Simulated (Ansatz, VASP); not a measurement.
**Two plane-wave programs on SrTiO3**

```
Sr Ti O
1.0
     4.07418    0.00000    0.00000
     0.00000    4.07418    0.00000
     0.00000    0.00000    3.66086
Sr Ti O
1 1 3
Cartesian
  0.0028 0.0000 0.0000
  2.0502 2.0371 1.8304
  -0.0199 2.0371 1.8304
  2.0197 0.0000 1.8304
  2.0197 2.0371 0.0000
```

Change from the starting cell: mode 1 frozen in at -0.019 Å, strain +e along z and -e/2 along x and y -0.0700.

Alike in both runs: task single point; functional PBE; k mesh 8 × 8 × 8; occupations gaussian, width 0.05 eV; no spin polarisation.

|  | VASP | Ansatz |
| --- | --- | --- |
| version | VASP 6.6.1 | Ansatz 0.2.0 |
| potentials or method | VASP PAW PBE potentials, release 64 (Sr_sv, Ti_sv, O), cutoff 520 eV | scalar-relativistic, plane waves, PAW |
| valence electrons in the cell | 40 | 40 |

VASP gave:

| Item | Value |
| --- | --- |
| gap on the k mesh at the Fermi level (eV) | 1.74 |
| least direct gap on the mesh (eV) | 2.02 |
| pressure (GPa) | 4.5 |
| traceless stress, the component that is largest in VASP (GPa) | 19.44 |
| rms of the force components (eV/Å) | 0.066 |

What did Ansatz give for the same quantities?

gap on the k mesh at the Fermi level (eV): 1.78; least direct gap on the mesh (eV): 2.05; pressure (GPa): 3.8; traceless stress, the component that is largest in VASP (GPa): 19.23; rms of the force components (eV/Å): 0.068.

Atom by atom the forces differ by 0.003 eV/Å (rms over components).
